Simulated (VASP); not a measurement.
# ZnS (Pmm2) in VASP: a series of runs

The runs below take ZnS through single point, with PBEsol.

Everything below comes from runs of VASP 6.6.1. Logs are shortened: lines on timing, memory, paths and dates and some standing lists are left out, and cuts for length are marked.

## 1. The cell of the first run

It takes space group Pmm2 (No. 25, orthorhombic). Conventional cell: a = 3.825 Å, b = 3.825 Å, c = 11.569 Å, α = 90.00°, β = 90.00°, γ = 90.00°. Within 3.1 Å of Zn (site symmetry mm2) lie 4 S at 2.34 to 2.84 Å. Within 3.1 Å of Zn (site symmetry mm2) lie 4 S at 2.34 Å. Zn (site symmetry mm2) has 4 S at 2.34 Å within 3.1 Å. Zn (site symmetry mm2) has 4 S at 2.34 Å within 3.1 Å. S (site symmetry mm2) has 4 Zn at 2.34 Å within 3.1 Å. S (site symmetry mm2) has 4 Zn at 2.34 Å within 3.1 Å. S (site symmetry mm2) has 4 Zn at 2.34 Å within 3.1 Å. S (site symmetry mm2) has 4 Zn at 2.34 to 2.84 Å within 3.1 Å.

## 2. Single point, PBEsol (the distance across one plane changed)

Contents of INCAR:

```
SYSTEM = ZnS
PREC = Accurate
ENCUT = 520
EDIFF = 1E-6
ISMEAR = 0
SIGMA = 0.05
LREAL = .False.
LASPH = .True.
NELM = 80
ALGO = Normal
ISIF = 2
LWAVE = .False.
LCHARG = .False.
GGA = PS
NBANDS = 46
```

Contents of KPOINTS:

```
regular mesh
0
Gamma
  7 7 3
  0 0 0
```

Contents of POSCAR:

```
ZnS
1.0
   -2.7046500000     -2.7046500000      0.0000000000
    2.7046500000     -2.7046500000      0.0000000000
    0.0000000000      0.0000000000     11.5686000000
Zn S
4 4
Direct
    0.0000000000      0.0000000000      0.8767212541
    0.5000000000      0.5000000000      0.1753442508
    0.0000000000      0.0000000000      0.4091365852
    0.5000000000      0.5000000000      0.6429289197
    0.5000000000      0.0000000000      0.2922404180
    0.0000000000      0.5000000000      0.5260327525
    0.5000000000      0.0000000000      0.7598250869
    0.0000000000      0.5000000000      0.0584480836
```

Potentials or basis: VASP PAW PBE potentials, release 64 (Zn, S).

Command:

```console
> cat potpaw_PBE.64/Zn/POTCAR potpaw_PBE.64/S/POTCAR > POTCAR
> mpirun -np 1 vasp_std > vasp.out
```

OUTCAR:

```text
SYSTEM = ZnS
   PREC = Accurate
   ENCUT = 520
   EDIFF = 1E-6
   ISMEAR = 0
   LREAL = .False.
   LASPH = .True.
   NELM = 80
   ISIF = 2
   GGA = PS

 ion  position               nearest neighbor table
   1  0.000  0.000  0.877-   7 2.34   7 2.34   8 2.84   8 2.84
   2  0.500  0.500  0.175-   5 2.34   5 2.34   8 2.34   8 2.34
   3  0.000  0.000  0.409-   5 2.34   5 2.34   6 2.34   6 2.34
   4  0.500  0.500  0.643-   6 2.34   6 2.34   7 2.34   7 2.34
   5  0.500  0.000  0.292-   2 2.34   2 2.34   3 2.34   3 2.34
   6  0.000  0.500  0.526-   4 2.34   4 2.34   3 2.34   3 2.34
   7  0.500  0.000  0.760-   1 2.34   1 2.34   4 2.34   4 2.34
   8  0.000  0.500  0.058-   2 2.34   2 2.34   1 2.84   1 2.84

  LATTYP: Found a simple tetragonal cell.
 ALAT       =     3.8249527115
 C/A-ratio  =     3.0245079803

  Lattice vectors:

 A1 = (  -2.7046500000,  -2.7046500000,   0.0000000000)
 A2 = (   2.7046500000,  -2.7046500000,   0.0000000000)
 A3 = (   0.0000000000,   0.0000000000,  11.5686000000)

Analysis of symmetry for initial positions (statically):
=====================================================================
 Subroutine PRICEL returns:
 Original cell was already a primitive cell.

 Routine SETGRP: Setting up the symmetry group for a
 simple tetragonal supercell.

 Subroutine GETGRP returns: Found  4 space group operations
 (whereof  4 operations were pure point group operations)
 out of a pool of 16 trial point group operations.

The static configuration has the point symmetry C_2v.

Analysis of symmetry for dynamics (positions and initial velocities):
=====================================================================
 Subroutine PRICEL returns:
 Original cell was already a primitive cell.

 Routine SETGRP: Setting up the symmetry group for a
 simple tetragonal supercell.

 Subroutine GETGRP returns: Found  4 space group operations
 (whereof  4 operations were pure point group operations)
 out of a pool of 16 trial point group operations.

The dynamic configuration has the point symmetry C_2v.

 Subroutine INISYM returns: Found  4 space group operations
 (whereof  4 operations are pure point group operations),
 and found     1 'primitive' translations

----------------------------------------------------------------------------------------

                                     Primitive cell

  volume of cell :     169.2517

  direct lattice vectors                    reciprocal lattice vectors
    -2.704650000 -2.704650000  0.000000000    -0.184866803 -0.184866803  0.000000000
     2.704650000 -2.704650000  0.000000000     0.184866803 -0.184866803  0.000000000
     0.000000000  0.000000000 11.568600000     0.000000000  0.000000000  0.086440883

  length of vectors
     3.824952711  3.824952711 11.568600000     0.261441141  0.261441141  0.086440883

  position of ions in fractional coordinates (direct lattice)
     0.000000000  0.000000000  0.876721254
     0.500000000  0.500000000  0.175344251
     0.000000000  0.000000000  0.409136585
     0.500000000  0.500000000  0.642928920
     0.500000000  0.000000000  0.292240418
     0.000000000  0.500000000  0.526032753
     0.500000000  0.000000000  0.759825087
     0.000000000  0.500000000  0.058448084

  ion indices of the primitive-cell ions
   primitive index   ion index
                 1           1
                 2           2
                 3           3
                 4           4
                 5           5
                 6           6
                 7           7
                 8           8

----------------------------------------------------------------------------------------

 KPOINTS: regular mesh

Automatic generation of k-mesh.
 Grid dimensions read from file:
 generate k-points for:    7    7    3

 Generating k-lattice:

  Cartesian coordinates                     Fractional coordinates (reciprocal lattice)
    -0.026409543 -0.026409543  0.000000000     0.142857143  0.000000000  0.000000000
     0.026409543 -0.026409543  0.000000000     0.000000000  0.142857143  0.000000000
     0.000000000  0.000000000  0.028813628     0.000000000  0.000000000  0.333333333

  Length of vectors
     0.037348734  0.037348734  0.028813628

  Shift w.r.t. Gamma in fractional coordinates (k-lattice)
     0.000000000  0.000000000  0.000000000

 Subroutine IBZKPT returns following result:
 ===========================================

 Found     32 irreducible k-points:

 Following reciprocal coordinates:
            Coordinates               Weight
  0.000000  0.000000  0.000000      1.000000
  0.142857  0.000000  0.000000      2.000000
  0.000000  0.142857  0.000000      2.000000
  0.285714  0.000000  0.000000      2.000000
  0.000000  0.285714  0.000000      2.000000
  0.428571  0.000000  0.000000      2.000000
[... 16 lines left out ...]
  0.000000  0.428571  0.333333      4.000000
  0.142857  0.142857  0.333333      8.000000
 [... further k-points ...]
   k-points           NKPTS =     32   k-points in BZ     NKDIM =     32   number of bands    NBANDS=     46
   number of dos      NEDOS =    301   number of ions     NIONS =      8
   total plane-waves  NPLWV =  70560
   dimension x,y,z NGX =    28 NGY =   28 NGZ =   90
   dimension x,y,z NGXF=    56 NGYF=   56 NGZF=  180
   ions per type =               4   4
   NGX,Y,Z   is equivalent  to a cutoff of  12.17, 12.17, 12.93 a.u.
   NGXF,Y,Z  is equivalent  to a cutoff of  24.34, 24.34, 25.87 a.u.
 SYSTEM =  ZnS
   PREC   = accura    normal or accurate (medium, high low for compatibility)
   ISTART =      0    job   : 0-new  1-cont  2-samecut
   ICHARG =      2    charge: 1-file 2-atom 10-const
   ISPIN  =      1    spin polarized calculation?
   LNONCOLLINEAR =      F non collinear calculations
   LSORBIT =      F    spin-orbit coupling
   LASPH  =      T    aspherical Exc in radial PAW
   ENCUT  =  520.0 eV  38.22 Ry    6.18 a.u.   7.11  7.11 21.51*2*pi/ulx,y,z
   NELM   =     80;   NELMIN=  2; NELMDL= -5     # of ELM steps
   EDIFF  = 0.1E-05   stopping-criterion for ELM
   LREAL  =      F    real-space projection
   EDIFFG = 0.1E-04   stopping-criterion for IOM
   NSW    =      0    number of steps for IOM
   IBRION =     -1    ionic relax: 0-MD 1-quasi-New 2-CG
   NFREE  =      0    steps in history (QN), initial steepest desc. (CG)
   ISIF   =      2    stress and relaxation
   ISYM   =      2    0-nonsym 1-usesym 2-fastsym
   POTIM  = 0.5000    time-step for ionic-motion
   TEBEG  =    0.0;   TEEND  =   0.0 temperature during run
   PSTRESS=    0.0 pullay stress
   NELECT =      72.0000    total number of electrons
   NUPDOWN=      -1.0000    fix difference up-down
   EMIN   =  10.00;   EMAX   =-10.00  energy-range for DOS
   EFERMI =   0.00;   METHOD = LEGACY
   ISMEAR =     0;   SIGMA  =   0.05  broadening in eV -4-tet -1-fermi 0-gaus
   EFERMI_NEDOS =   21; number of points for ismear=-14 and -15
   IALGO  =     38    algorithm
   IMIX   =      4    mixing-type and parameters
     AMIX     =   0.40;   BMIX     =  1.00
     AMIX_MAG =   1.60;   BMIX_MAG =  1.00
  volume/ion in A,a.u.               =      21.16       142.77
  Fermi-wavevector in a.u.,A,eV,Ry     =   1.231236  2.326699 20.625648  1.515942
  Thomas-Fermi vector in A             =   2.366054
   LORBIT       =      0    0 simple, 1 ext, 2 COOP (PROOUT), +10 PAW based schemes
   GGA     = PS    functional components
   LHFCALC =     F    Hartree Fock is set to
   AEXX    =    0.0000 exact exchange contribution
   IVDW    =     0    specifies the selected vdW correction
   LEPSILON=     F    determine dielectric tensor
   LRPA    =     F    only Hartree local field effects (RPA)
 non-spin polarized calculation
 Gauss-broadening in eV      SIGMA  =   0.05
  energy-cutoff  :      520.00
  volume of cell :      169.25
 maximum number of plane-waves:      4581
   NGX = 15   NGY = 15   NGZ = 43

 number of electron      71.9999948 magnetization

 Free energy of the ion-electron system (eV)
  ---------------------------------------------------
  ext. energy  EPLUGINS =         0.00000000
  ---------------------------------------------------
  free energy    TOTEN  =       -29.19008532 eV

  energy without entropy =      -29.19008532  energy(sigma->0) =      -29.19008532

 E-fermi :   2.3880     XC(G=0):  -9.5186

 val. band max:        2.1029469524   @ k =   0.4286   0.0000   0.3333
 cond. band min:       2.8367065595   @ k =   0.0000   0.0000   0.0000
 fundamental gap:      0.7337596071
 Fermi energy:         2.3880152473

 k-point     1 :       0.0000    0.0000    0.0000
  band No.  band energies     occupation
      1     -11.8731      2.00000
      2     -11.2714      2.00000
      3     -10.7197      2.00000
      4      -9.6190      2.00000
      5      -5.3250      2.00000
      6      -5.2150      2.00000
[... 38 lines left out ...]
     45       7.6557      0.00000
     46       7.7523      0.00000

 k-point     2 :       0.1429    0.0000    0.0000
  band No.  band energies     occupation
      1     -11.7883      2.00000
      2     -11.2098      2.00000
      3     -10.6728      2.00000
      4      -9.5726      2.00000
      5      -5.2886      2.00000
      6      -5.2100      2.00000
[... 38 lines left out ...]
     45       7.7495      0.00000
     46       8.1028      0.00000

 k-point     3 :       0.0000    0.1429    0.0000
  band No.  band energies     occupation
      1     -11.7882      2.00000
      2     -11.2105      2.00000
      3     -10.6750      2.00000
      4      -9.5900      2.00000
      5      -5.2785      2.00000
      6      -5.2194      2.00000
[... 38 lines left out ...]
     45       7.8818      0.00000
     46       7.9070      0.00000

 k-point     4 :       0.2857    0.0000    0.0000
  band No.  band energies     occupation
      1     -11.5762      2.00000
      2     -11.0676      2.00000
      3     -10.5698      2.00000
      4      -9.4644      2.00000
      5      -5.2243      2.00000
      6      -5.1993      2.00000
[... 920 lines left out ...]
     45       8.3817      0.00000
     46       8.6344      0.00000

 k-point    23 :       0.0000    0.4286    0.3333
  band No.  band energies     occupation
      1     -11.3708      2.00000
      2     -10.9615      2.00000
      3     -10.5006      2.00000
      4      -9.4770      2.00000
      5      -5.1576      2.00000
      6      -5.1340      2.00000
[... 38 lines left out ...]
     45       8.2936      0.00000
     46       8.6333      0.00000

 k-point    24 :       0.1429    0.1429    0.3333
  band No.  band energies     occupation
      1     -11.7042      2.00000
      2     -11.1591      2.00000
      3     -10.6174      2.00000
      4      -9.5438      2.00000
      5      -5.2429      2.00000
      6      -5.2184      2.00000
[... 38 lines left out ...]
     45       7.9016      0.00000
     46       8.1746      0.00000

 [... further k-points ...]
[... 5 lines left out ...]
  --------------------------------------------------------------------------------------
  -------------------------------------------------------------------------------------
  Total       -3.0448301     -3.0448301     -7.3942992     -0.3069211      0.0000000      0.0000000
  in kB      -28.8231008    -28.8231008    -69.9962311     -2.9053894      0.0000000      0.0000000
  external PRESSURE =     -42.5474776 kB  Pullay stress =       0.0000000 kB

 VOLUME and BASIS-vectors are now :
 -----------------------------------------------------------------------------
  energy-cutoff  :      520.00
  volume of cell :      169.25
      direct lattice vectors                 reciprocal lattice vectors
    -2.704650000 -2.704650000  0.000000000    -0.184866803 -0.184866803  0.000000000
     2.704650000 -2.704650000  0.000000000     0.184866803 -0.184866803  0.000000000
     0.000000000  0.000000000 11.568600000     0.000000000  0.000000000  0.086440883

 POSITION                                       TOTAL-FORCE (eV/Angst)
 -----------------------------------------------------------------------------------
      0.00000      0.00000     10.14244         0.000000      0.000000      1.660828
      0.00000     -2.70465      2.02849        -0.000000     -0.000000     -0.582720
      0.00000      0.00000      4.73314         0.000000      0.000000     -0.326539
      0.00000     -2.70465      7.43779         0.000000      0.000000     -0.335236
     -1.35232     -1.35232      3.38081         0.000000      0.000000      0.326462
      1.35232     -1.35232      6.08546         0.000000      0.000000      0.333993
     -1.35232     -1.35232      8.79011         0.000000      0.000000      0.576050
      1.35232     -1.35232      0.67616         0.000000      0.000000     -1.652837
 -----------------------------------------------------------------------------------
    total drift:                                0.000000     -0.000000     -0.000907

  FREE ENERGIE OF THE ION-ELECTRON SYSTEM (eV)
  ---------------------------------------------------
  free  energy   TOTEN  =       -29.1900853175 eV

  energy  without entropy=      -29.1900853175  energy(sigma->0) =      -29.19008532
```

Wall time 2.7 min (1 thread of Intel Xeon Platinum 8488C (Sapphire Rapids), shared host); peak memory 0.36 GiB.

Results:

- Free energy: -29.1901 eV
- Pressure: -4.3 GPa
- Largest force: 1.661 eV/Å
- Band gap on the k mesh: 0.73 eV (least direct gap 0.77 eV)

Forces in eV/Å, atoms in the order of the input:
```
Zn   0.000  0.000  1.661
Zn   0.000  0.000 -0.583
Zn   0.000  0.000 -0.327
Zn   0.000  0.000 -0.335
S    0.000  0.000  0.326
S    0.000  0.000  0.334
S    0.000  0.000  0.576
S    0.000  0.000 -1.653
```

Stress tensor (GPa, compression positive):
```
-2.88 -0.29  0.00
-0.29 -2.88  0.00
 0.00  0.00 -7.00
```

Caveat: the cell differs from its parent crystal (the distance across one plane changed); the cell stands under tension; the PAW data sets were made with another functional, which shifts forces and pressure a little; an odd mesh through Γ misses points on the zone boundary, where band edges can lie.

## 3. Single point, PBEsol (the distance across one plane changed)

Contents of INCAR:

```
PREC     = Accurate       # precision mode
ENCUT    = 520            # plane-wave cutoff, eV
EDIFF    = 1E-6           # SCF threshold, eV
ISMEAR   = 0              # smearing method
SIGMA    = 0.05           # smearing width, eV
LREAL    = False          # projectors in reciprocal space
LASPH    = True           # aspherical terms in the spheres
NELM     = 80             # most SCF steps
ALGO     = Normal         # electronic algorithm
ISIF     = 2              # what is computed and relaxed
LWAVE    = False          # write WAVECAR
LCHARG   = False          # write CHGCAR
GGA      = PS             # functional
NBANDS   = 46             # bands
```

Contents of KPOINTS:

```
regular mesh
0
Gamma
  7 7 3
```

Contents of POSCAR:

```
ZnS
1.0
   -2.7046500000     -2.7046500000      0.0000000000
    2.7046500000     -2.7046500000      0.0000000000
    0.0000000000      0.0000000000     11.8186000000
Zn S
4 4
Direct
    0.0000000000      0.0000000000      0.8581758838
    0.5000000000      0.5000000000      0.1716351768
    0.0000000000      0.0000000000      0.4004820791
    0.5000000000      0.5000000000      0.6293289814
    0.5000000000      0.0000000000      0.2860586279
    0.0000000000      0.5000000000      0.5149055303
    0.5000000000      0.0000000000      0.7437524326
    0.0000000000      0.5000000000      0.0572117256
```

Potentials or basis: VASP PAW PBE potentials, release 64 (Zn, S).

Command:

```console
> cat potpaw_PBE.64/Zn/POTCAR potpaw_PBE.64/S/POTCAR > POTCAR
> mpirun -np 1 vasp_std > vasp.out
```

Wall time 2.7 min (1 thread of Intel Xeon Platinum 8488C (Sapphire Rapids), shared host); peak memory 0.36 GiB.

Results (log left out):

- Free energy: -28.6200 eV
- Pressure: -4.2 GPa
- Largest force: 1.626 eV/Å
- Band gap on the k mesh: 0.09 eV (least direct gap 0.21 eV)

Forces on the atoms (eV/Å):
```
Zn   0.000  0.000  1.626
Zn   0.000  0.000 -0.742
Zn   0.000  0.000 -0.428
Zn   0.000  0.000 -0.442
S    0.000  0.000  0.428
S    0.000  0.000  0.435
S    0.000  0.000  0.674
S    0.000  0.000 -1.552
```

Stress tensor (GPa, compression positive):
```
-2.59 -0.72  0.00
-0.72 -2.59  0.00
 0.00  0.00 -7.51
```

Levels at points of the mesh, in eV from the valence-band top:
```tsv
k point	band 34	band 35	band 36	band 37	band 38	band 39
(0.00, 0.00, 0.00)	-1.13	-0.60	-0.12	0.09	2.13	2.55
```

Caveat: the cell differs from its parent crystal (the distance across one plane changed); the cell stands under tension; the PAW data sets were made with another functional, which shifts forces and pressure a little; an odd mesh through Γ misses points on the zone boundary, where band edges can lie.
